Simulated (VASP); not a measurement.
# NaBI in VASP: further runs

NaBI is run at these levels: PBE; tasks: single point, relaxation of cell and atoms.

Everything below comes from runs of VASP 6.6.1. Logs are shortened: lines on timing, memory, paths and dates and some standing lists are left out, and cuts for length are marked.

### Step 1. The cell of the first run

The structure is tetragonal, space group P4/mmm (No. 123). Conventional cell: a = 3.981 Å, b = 3.981 Å, c = 4.765 Å, α = 90.00°, β = 90.00°, γ = 90.00°. Within 3.7 Å of Na (site symmetry 4/mmm) lie 4 B at 2.82 Å and 8 I at 3.69 Å. Within 3.1 Å of B (site symmetry 4/mmm) lie 2 I at 2.38 Å and 4 Na at 2.82 Å. I (site symmetry 4/mmm) has 2 B at 2.38 Å within 3.1 Å.

### Step 2. Single point, PBE

Contents of INCAR:

```
PREC     = Accurate       # precision mode
ENCUT    = 520            # plane-wave cutoff, eV
EDIFF    = 1E-6           # SCF threshold, eV
ISMEAR   = 0              # smearing method
SIGMA    = 0.1            # smearing width, eV
LREAL    = False          # projectors in reciprocal space
LASPH    = True           # aspherical terms in the spheres
NELM     = 100            # most SCF steps
ALGO     = Normal         # electronic algorithm
ISIF     = 2              # what is computed and relaxed
LWAVE    = False          # write WAVECAR
LCHARG   = False          # write CHGCAR
GGA      = PE             # functional
NBANDS   = 16             # bands
```

Contents of KPOINTS:

```
regular mesh
0
Gamma
  12 12 10
```

Contents of POSCAR:

```
NaBI
1.0
    3.9814690566      0.0000000000      0.0000000000
    0.0000000000      3.9814690566      0.0000000000
    0.0000000000      0.0000000000      4.7652479744
Na B I
1 1 1
Direct
    0.5000000000      0.5000000000      0.5000000000
    0.0000000000      0.0000000000      0.5000000000
    0.0000000000      0.0000000000      0.0000000000
```

Potentials or basis: VASP PAW PBE potentials, release 64 (Na_pv, B, I).

Run with:

```
$ cat potpaw_PBE.64/Na_pv/POTCAR potpaw_PBE.64/B/POTCAR potpaw_PBE.64/I/POTCAR > POTCAR
$ mpirun -np 1 vasp_std > vasp.out
```

OUTCAR:

```text
PREC = Accurate
   ENCUT = 520
   EDIFF = 1E-6
   ISMEAR = 0
   LREAL = False
   LASPH = True
   NELM = 100
   ISIF = 2
   GGA = PE

 ion  position               nearest neighbor table
   1  0.500  0.500  0.500-
   2  0.000  0.000  0.500-   3 2.38   3 2.38
   3  0.000  0.000  0.000-   2 2.38   2 2.38

  LATTYP: Found a simple tetragonal cell.
 ALAT       =     3.9814690566
 C/A-ratio  =     1.1968567146

  Lattice vectors:

 A1 = (   3.9814690566,   0.0000000000,   0.0000000000)
 A2 = (   0.0000000000,   3.9814690566,   0.0000000000)
 A3 = (   0.0000000000,   0.0000000000,   4.7652479744)

Analysis of symmetry for initial positions (statically):
=====================================================================
 Subroutine PRICEL returns:
 Original cell was already a primitive cell.

 Routine SETGRP: Setting up the symmetry group for a
 simple tetragonal supercell.

 Subroutine GETGRP returns: Found 16 space group operations
 (whereof 16 operations were pure point group operations)
 out of a pool of 16 trial point group operations.

The static configuration has the point symmetry D_4h.

Analysis of symmetry for dynamics (positions and initial velocities):
=====================================================================
 Subroutine PRICEL returns:
 Original cell was already a primitive cell.

 Routine SETGRP: Setting up the symmetry group for a
 simple tetragonal supercell.

 Subroutine GETGRP returns: Found 16 space group operations
 (whereof 16 operations were pure point group operations)
 out of a pool of 16 trial point group operations.

The dynamic configuration has the point symmetry D_4h.

 Subroutine INISYM returns: Found 16 space group operations
 (whereof 16 operations are pure point group operations),
 and found     1 'primitive' translations

----------------------------------------------------------------------------------------

                                     Primitive cell

  volume of cell :      75.5392

  direct lattice vectors                    reciprocal lattice vectors
     3.981469057  0.000000000  0.000000000     0.251163574  0.000000000  0.000000000
     0.000000000  3.981469057  0.000000000     0.000000000  0.251163574  0.000000000
     0.000000000  0.000000000  4.765247974     0.000000000  0.000000000  0.209852668

  length of vectors
     3.981469057  3.981469057  4.765247974     0.251163574  0.251163574  0.209852668

  position of ions in fractional coordinates (direct lattice)
     0.500000000  0.500000000  0.500000000
     0.000000000  0.000000000  0.500000000
     0.000000000  0.000000000  0.000000000

  ion indices of the primitive-cell ions
   primitive index   ion index
                 1           1
                 2           2
                 3           3

----------------------------------------------------------------------------------------

 KPOINTS: regular mesh

Automatic generation of k-mesh.
 Grid dimensions read from file:
 generate k-points for:   12   12   10

 Generating k-lattice:

  Cartesian coordinates                     Fractional coordinates (reciprocal lattice)
     0.020930298  0.000000000  0.000000000     0.083333333  0.000000000  0.000000000
     0.000000000  0.020930298  0.000000000     0.000000000  0.083333333  0.000000000
     0.000000000  0.000000000  0.020985267     0.000000000  0.000000000  0.100000000

  Length of vectors
     0.020930298  0.020930298  0.020985267

  Shift w.r.t. Gamma in fractional coordinates (k-lattice)
     0.000000000  0.000000000  0.000000000

 Subroutine IBZKPT returns following result:
 ===========================================

 Found    168 irreducible k-points:

 Following reciprocal coordinates:
            Coordinates               Weight
  0.000000  0.000000  0.000000      1.000000
  0.083333  0.000000  0.000000      4.000000
  0.166667  0.000000  0.000000      4.000000
  0.250000  0.000000  0.000000      4.000000
  0.333333  0.000000  0.000000      4.000000
  0.416667  0.000000  0.000000      4.000000
[... 16 lines left out ...]
  0.333333  0.333333  0.000000      4.000000
  0.416667  0.333333  0.000000      8.000000
 [... further k-points ...]
   k-points           NKPTS =    168   k-points in BZ     NKDIM =    168   number of bands    NBANDS=     16
   number of dos      NEDOS =    301   number of ions     NIONS =      3
   total plane-waves  NPLWV =  32400
   dimension x,y,z NGX =    30 NGY =   30 NGZ =   36
   dimension x,y,z NGXF=    60 NGYF=   60 NGZF=   72
   ions per type =               1   1   1
   NGX,Y,Z   is equivalent  to a cutoff of  12.53, 12.53, 12.56 a.u.
   NGXF,Y,Z  is equivalent  to a cutoff of  25.05, 25.05, 25.12 a.u.
 SYSTEM =  unknown system
   PREC   = accura    normal or accurate (medium, high low for compatibility)
   ISTART =      0    job   : 0-new  1-cont  2-samecut
   ICHARG =      2    charge: 1-file 2-atom 10-const
   ISPIN  =      1    spin polarized calculation?
   LNONCOLLINEAR =      F non collinear calculations
   LSORBIT =      F    spin-orbit coupling
   LASPH  =      T    aspherical Exc in radial PAW
   ENCUT  =  520.0 eV  38.22 Ry    6.18 a.u.   7.40  7.40  8.86*2*pi/ulx,y,z
   NELM   =    100;   NELMIN=  2; NELMDL= -5     # of ELM steps
   EDIFF  = 0.1E-05   stopping-criterion for ELM
   LREAL  =      F    real-space projection
   EDIFFG = 0.1E-04   stopping-criterion for IOM
   NSW    =      0    number of steps for IOM
   IBRION =     -1    ionic relax: 0-MD 1-quasi-New 2-CG
   NFREE  =      0    steps in history (QN), initial steepest desc. (CG)
   ISIF   =      2    stress and relaxation
   ISYM   =      2    0-nonsym 1-usesym 2-fastsym
   POTIM  = 0.5000    time-step for ionic-motion
   TEBEG  =    0.0;   TEEND  =   0.0 temperature during run
   PSTRESS=    0.0 pullay stress
   NELECT =      17.0000    total number of electrons
   NUPDOWN=      -1.0000    fix difference up-down
   EMIN   =  10.00;   EMAX   =-10.00  energy-range for DOS
   EFERMI =   0.00;   METHOD = LEGACY
   ISMEAR =     0;   SIGMA  =   0.10  broadening in eV -4-tet -1-fermi 0-gaus
   EFERMI_NEDOS =   21; number of points for ismear=-14 and -15
   IALGO  =     38    algorithm
   IMIX   =      4    mixing-type and parameters
     AMIX     =   0.40;   BMIX     =  1.00
     AMIX_MAG =   1.60;   BMIX_MAG =  1.00
  volume/ion in A,a.u.               =      25.18       169.92
  Fermi-wavevector in a.u.,A,eV,Ry     =   0.995788  1.881767 13.491463  0.991595
  Thomas-Fermi vector in A             =   2.127832
   LORBIT       =      0    0 simple, 1 ext, 2 COOP (PROOUT), +10 PAW based schemes
   GGA     = PE    functional components
   LHFCALC =     F    Hartree Fock is set to
   AEXX    =    0.0000 exact exchange contribution
   IVDW    =     0    specifies the selected vdW correction
   LEPSILON=     F    determine dielectric tensor
   LRPA    =     F    only Hartree local field effects (RPA)
 non-spin polarized calculation
 Gauss-broadening in eV      SIGMA  =   0.10
  energy-cutoff  :      520.00
  volume of cell :       75.54
 maximum number of plane-waves:      2081
 NGX is ok and might be reduce to    30
   NGX = 15   NGY = 15   NGZ = 17

 number of electron      16.9999992 magnetization

 Free energy of the ion-electron system (eV)
  ---------------------------------------------------
  ext. energy  EPLUGINS =         0.00000000
  ---------------------------------------------------
  free energy    TOTEN  =        -7.07829685 eV

  energy without entropy =       -7.06869017  energy(sigma->0) =       -7.07349351

 E-fermi :   3.6193     XC(G=0):  -8.3414

 val. band max:        3.6148163266   @ k =   0.2500   0.2500   0.3000
 cond. band min:       3.6315095952   @ k =   0.5000   0.1667   0.1000
 fundamental gap:      0.0166932686
 Fermi energy:         3.6193176525

 k-point     1 :       0.0000    0.0000    0.0000
  band No.  band energies     occupation
      1     -20.6206      2.00000
      2     -20.5505      2.00000
      3     -20.5505      2.00000
      4     -11.0000      2.00000
      5      -2.5695      2.00000
      6      -1.4758      2.00000
[... 8 lines left out ...]
     15      11.5782      0.00000
     16      12.3436      0.00000

 k-point     2 :       0.0833    0.0000    0.0000
  band No.  band energies     occupation
      1     -20.6206      2.00000
      2     -20.5514      2.00000
      3     -20.5504      2.00000
      4     -10.9816      2.00000
      5      -2.5547      2.00000
      6      -1.4482      2.00000
[... 8 lines left out ...]
     15      11.6216      0.00000
     16      12.5756      0.00000

 k-point     3 :       0.1667    0.0000    0.0000
  band No.  band energies     occupation
      1     -20.6203      2.00000
      2     -20.5536      2.00000
      3     -20.5502      2.00000
      4     -10.9302      2.00000
      5      -2.5138      2.00000
      6      -1.3728      2.00000
[... 8 lines left out ...]
     15      11.7477      0.00000
     16      12.1313      0.00000

 k-point     4 :       0.2500    0.0000    0.0000
  band No.  band energies     occupation
      1     -20.6201      2.00000
      2     -20.5568      2.00000
      3     -20.5498      2.00000
      4     -10.8577      2.00000
      5      -2.4565      2.00000
      6      -1.2901      2.00000
[... 8 lines left out ...]
     15      11.4153      0.00000
     16      11.9414      0.00000
[... 324 lines left out ...]
 k-point    22 :       0.5000    0.2500    0.0000
  band No.  band energies     occupation
      1     -20.6190      2.00000
      2     -20.5618      2.00000
      3     -20.5548      2.00000
      4     -10.5772      2.00000
      5      -2.2272      2.00000
      6      -1.6209      2.00000
[... 8 lines left out ...]
     15      11.8682      0.00000
     16      12.9803      0.00000

 k-point    23 :       0.3333    0.3333    0.0000
  band No.  band energies     occupation
      1     -20.6190      2.00000
      2     -20.5584      2.00000
      3     -20.5581      2.00000
      4     -10.5824      2.00000
      5      -2.2295      2.00000
      6      -1.1594      2.00000
[... 8 lines left out ...]
     15      11.7415      0.00000
     16      11.8479      0.00000

 k-point    24 :       0.4167    0.3333    0.0000
  band No.  band energies     occupation
      1     -20.6188      2.00000
      2     -20.5604      2.00000
      3     -20.5579      2.00000
      4     -10.5301      2.00000
      5      -2.1863      2.00000
      6      -1.3745      2.00000
[... 8 lines left out ...]
     15      11.8680      0.00000
     16      12.5505      0.00000

 [... further k-points ...]

------------------------ aborting loop because EDIFF is reached ----------------------------------------

  FORCE on cell =-STRESS in cart. coord.  units (eV):
  Direction    XX          YY          ZZ          XY          YZ          ZX
  --------------------------------------------------------------------------------------
  -------------------------------------------------------------------------------------
  Total        0.0017323      0.0017323     -0.0338723      0.0000000     -0.0000000     -0.0000000
  in kB        0.0367419      0.0367419     -0.7184284      0.0000000     -0.0000000     -0.0000000
  external PRESSURE =      -0.2149816 kB  Pullay stress =       0.0000000 kB

 VOLUME and BASIS-vectors are now :
 -----------------------------------------------------------------------------
  energy-cutoff  :      520.00
  volume of cell :       75.54
      direct lattice vectors                 reciprocal lattice vectors
     3.981469057  0.000000000  0.000000000     0.251163574  0.000000000  0.000000000
     0.000000000  3.981469057  0.000000000     0.000000000  0.251163574  0.000000000
     0.000000000  0.000000000  4.765247974     0.000000000  0.000000000  0.209852668

 POSITION                                       TOTAL-FORCE (eV/Angst)
 -----------------------------------------------------------------------------------
      1.99073      1.99073      2.38262         0.000000      0.000000      0.000000
      0.00000      0.00000      2.38262         0.000000      0.000000      0.000000
      0.00000      0.00000      0.00000         0.000000      0.000000      0.000000
 -----------------------------------------------------------------------------------
    total drift:                                0.000000      0.000000      0.000000

  FREE ENERGIE OF THE ION-ELECTRON SYSTEM (eV)
  ---------------------------------------------------
  free  energy   TOTEN  =        -7.0782968489 eV

  energy  without entropy=       -7.0686901742  energy(sigma->0) =       -7.07349351
```

Wall time 92 s (1 thread of AMD EPYC 9R45 (Zen 5), shared host); peak memory 0.31 GiB.

Results:

```
Free energy : -7.0783 eV
Pressure    : 0.0 GPa
```

Levels at points of the mesh, in eV from the Fermi level:
| k point | band 6 | band 7 | band 8 | band 9 | band 10 | band 11 |
| --- | --- | --- | --- | --- | --- | --- |
| (0.00, 0.00, 0.00) | -5.10 | -3.12 | -3.12 | 1.74 | 2.06 | 2.06 |
| (0.50, 0.00, 0.00) | -5.49 | -4.53 | -2.85 | 0.19 | 2.18 | 3.98 |
| (0.50, 0.50, 0.00) | -4.94 | -4.94 | -4.14 | 0.63 | 0.63 | 1.62 |
| (0.00, 0.00, 0.50) | -2.65 | -2.65 | 0.55 | 0.55 | 1.29 | 1.30 |
| (0.50, 0.00, 0.50) | -4.88 | -2.36 | -1.99 | 0.73 | 1.57 | 1.77 |
| (0.50, 0.50, 0.50) | -4.42 | -4.42 | -1.30 | -1.30 | 1.81 | 2.12 |

Caveat: spin-orbit coupling is left out, which moves the levels of the heavy elements; an odd number of electrons without spin polarisation forces a metal; a magnetic or distorted state may lie lower.

(Continued in part 2 of 3.)
